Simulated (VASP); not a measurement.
**RbBr: single point with LDA**

The system is RbBr.

```
Rb Br
1.0
     0.00000    3.42750    3.42750
     3.42750    0.00000    3.42750
     3.42750    3.42750    0.00000
Rb Br
1 1
Direct
  0.91247 0.91247 0.08753
  0.50000 0.50000 0.50000
```

This cell differs from its parent crystal: atom 1 (Rb) moved by (+0.000, -0.600) A along [1 1 0] and z.

```yaml
Program: VASP 6.6.1
Task: single point
Functional: LDA
Potentials_or_basis: VASP PAW LDA potentials, release 64 (Rb_sv, Br)
Cutoff: 520 eV
k_mesh: 6 × 6 × 6
Occupations: gaussian, width 0.05 eV
Spin: no spin polarisation
```

```yaml
Pressure: 1.1 GPa
Largest_force: 1.467 eV/Å
Band_gap_on_the_k_mesh: 3.96 eV
```

Forces in eV/Å, atoms in the order of the input:
```
Rb   0.000  0.000  1.467
Br   0.000  0.000 -1.467
```

Stress tensor (GPa, compression positive):
```
-1.49  0.00  0.00
 0.00 -1.49  0.00
 0.00  0.00  6.21
```

Levels at points of the mesh, in eV from the valence-band top:
| k point | band 5 | band 6 | band 7 | band 8 | band 9 | band 10 | band 11 | band 12 |
| --- | --- | --- | --- | --- | --- | --- | --- | --- |
| (0.00, 0.00, 0.00) | -8.33 | -0.14 | -0.14 | 0.00 | 3.96 | 7.22 | 7.39 | 7.39 |
| (0.50, 0.00, 0.00) | -8.26 | -1.02 | -0.37 | -0.24 | 6.27 | 7.41 | 8.69 | 8.96 |
| (0.50, 0.50, 0.00) | -8.42 | -0.31 | -0.17 | -0.17 | 5.34 | 6.83 | 7.26 | 9.33 |
| (0.00, 0.50, 0.50) | -8.40 | -0.50 | -0.39 | -0.06 | 5.78 | 6.63 | 8.88 | 9.11 |

Wall time 25 s on 1 thread of Intel(R) Xeon(R) Platinum 8259CL CPU @ 2.50GHz (Skylake/Cascade Lake), on a shared host, peak memory 0.18 GiB.

Caveat: the cell differs from its parent crystal (atom 1 (Rb) moved by (+0.000, -0.600) A along [1 1 0] and z); forces of over 1 eV/Å act on the atoms, so gaps and moduli don't describe the material at rest.
